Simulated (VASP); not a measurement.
A run of VASP 6.6.1 is set up as follows.

Contents of INCAR:

```
AGGAC = 1.0
AGGAX = 1.0
ALDAC = 0.0
ALDAX = 1.0
ALGO = Normal
EDIFF = 1E-6
ENCUT = 520
GGA = B5
ISIF = 2
ISMEAR = -1
LASPH = True
LCHARG = False
LREAL = False
LWAVE = False
NBANDS = 20
NELM = 80
PREC = Accurate
SIGMA = 0.1
```

KPOINTS

```
k-points
0
Gamma
  10 10 10
```

The input POSCAR:

```
Ga
1.0
    0.0000000000      3.0623459536      3.0623459536
    3.0623459536      0.0000000000      3.0623459536
    3.0623459536      3.0623459536      0.0000000000
Ga
2
Direct
    0.1250000000      0.1250000000      0.1250000000
    0.8750000000      0.8750000000      0.8750000000
```

Potentials or basis: VASP PAW PBE potentials, release 64 (Ga_d).

The run is started by

```console
$ cat potpaw_PBE.64/Ga_d/POTCAR > POTCAR
$ mpirun -np 1 vasp_std > vasp.out
```

Task: Estimate the band gap on the k mesh.

Result: Zero (band 13 reaches 4.66 eV, above the bottom of band 14 at 1.21 eV).

Task: What does it give for the pressure?

Result: -0.8 GPa.

Caveat: the PAW data sets were made with another functional, which shifts forces and pressure a little.
